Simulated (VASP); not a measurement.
A run of VASP 6.6.1:

The input INCAR:

```
SYSTEM = Ta3HN3
PREC = Accurate ; ENCUT = 520
EDIFF = 1E-6 ; ISMEAR = 0
SIGMA = 0.1 ; LREAL = .FALSE.
LASPH = .TRUE. ; NELM = 150
ALGO = Fast ; ISIF = 2
LWAVE = .FALSE. ; LCHARG = .FALSE.
ISPIN = 2 ; MAGMOM = 0 0 0 0 0 0 1
LORBIT = 11 ; LMAXMIX = 4
LDIPOL = .TRUE. ; IDIPOL = 3
DIPOL = 0.5 0.5 0.311 ; GGA = PE
NBANDS = 38
```

The input KPOINTS:

```
Automatic mesh
0
G
  9 9 1
  0 0 0
```

Contents of POSCAR:

```
Ta3HN3
1.0
    3.1228193035      0.0000000000      0.0000000000
    0.0000000000      3.1228193035      0.0000000000
    0.0000000000      0.0000000000     21.5908392430
Ta N H
3 3 1
Direct
    0.0000000000      0.0000000000      0.1852637572
    0.5000000000      0.5000000000      0.2890369107
    0.0000000000      0.0000000000      0.3832407719
    0.5000000000      0.5000000000      0.1852637572
    0.0000000000      0.0000000000      0.2843927699
    0.5000000000      0.5000000000      0.3978927890
    1.0000000000      1.0000000000      0.4502298004
```

Potentials or basis: VASP PAW PBE potentials, release 64 (Ta_pv, N, H).

Launch:

```console
$ cat potpaw_PBE.64/Ta_pv/POTCAR potpaw_PBE.64/N/POTCAR potpaw_PBE.64/H/POTCAR > POTCAR
$ mpirun -np 1 vasp_std > vasp.out
```

Hardware: 1 thread of Oxide Virtual Turin-like Processor (shared host).

Q: Estimate the wall time of this run.

A: Run time: 11 min on 1 thread of Oxide Virtual Turin-like Processor (shared host), peak memory 0.44 GiB. Counts: scf iterations 36, k points 15.
